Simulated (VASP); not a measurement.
The system is NaF.

```
Na F
1.0
     2.79349    0.00000    0.00000
     0.00000    2.79349    0.00000
     0.00000    0.00000    2.79349
Na F
1 1
Direct
  0.00000 0.00000 0.00000
  0.50000 0.50000 0.50000
```

Base run:

```yaml
Program: VASP 6.6.1
Functional: PBE
Potentials_or_basis: VASP PAW PBE potentials, release 64 (Na_pv, F)
Cutoff: 520 eV
k_mesh: 8 × 8 × 8
Occupations: gaussian, width 0.01 eV
Spin: no spin polarisation
```

Its results: band gap on the k mesh 6.11 eV, indirect (least direct gap 6.45 eV); electronic dielectric tensor (diagonal) 1.96.

The run is repeated on the same cell with these changes: functional from PBE to r2SCAN. What comes out?

Band gap on the k mesh 7.12 eV, indirect (least direct gap 7.45 eV); electronic dielectric tensor (diagonal) 1.88.

r2SCAN gives the wider gap, since meta-GGAs in the generalised Kohn-Sham scheme recover part of the derivative discontinuity.

A k mesh can miss the band edges.
